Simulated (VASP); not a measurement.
Here is a VASP 6.6.1 calculation.

Contents of INCAR:

```
SYSTEM = Mo
PREC     = Accurate       ! precision mode
ENCUT    = 500            ! plane-wave cutoff, eV
EDIFF    = 1E-6           ! SCF threshold, eV
ISMEAR   = 0              ! smearing method
SIGMA    = 0.1            ! smearing width, eV
LREAL    = .False.        ! projectors in reciprocal space
LASPH    = .True.         ! aspherical terms in the spheres
NELM     = 120            ! most SCF steps
ALGO     = Normal         ! electronic algorithm
ISIF     = 2              ! what is computed and relaxed
LWAVE    = .False.        ! write WAVECAR
LCHARG   = .False.        ! write CHGCAR
GGA      = PE             ! functional
NBANDS   = 21             ! bands
GGA_COMPAT= .False.
```

Contents of KPOINTS:

```
regular mesh
0
Gamma
  6 6 6
  0 0 0
```

POSCAR

```
Mo
1.0
    0.0000000000      2.8432946083      2.8432946083
    2.8432946083      0.0000000000      2.8432946083
    2.8432946083      2.8432946083      0.0000000000
Mo
2
Direct
    0.5000000000      0.5000000000      0.5000000000
    0.7500000000      0.7500000000      0.7500000000
```

Potentials or basis: VASP PAW PBE potentials, release 64 (Mo_sv).

Command:

```bash
$ cat potpaw_PBE.64/Mo_sv/POTCAR > POTCAR
$ mpirun -np 1 vasp_std > vasp.out
```

Task: What does it give for the pressure?

Result: 0.2 GPa.

Task: What does it give for the band gap on the k mesh?

Result: Zero (band 14 reaches 7.04 eV, above the bottom of band 15 at 6.81 eV).
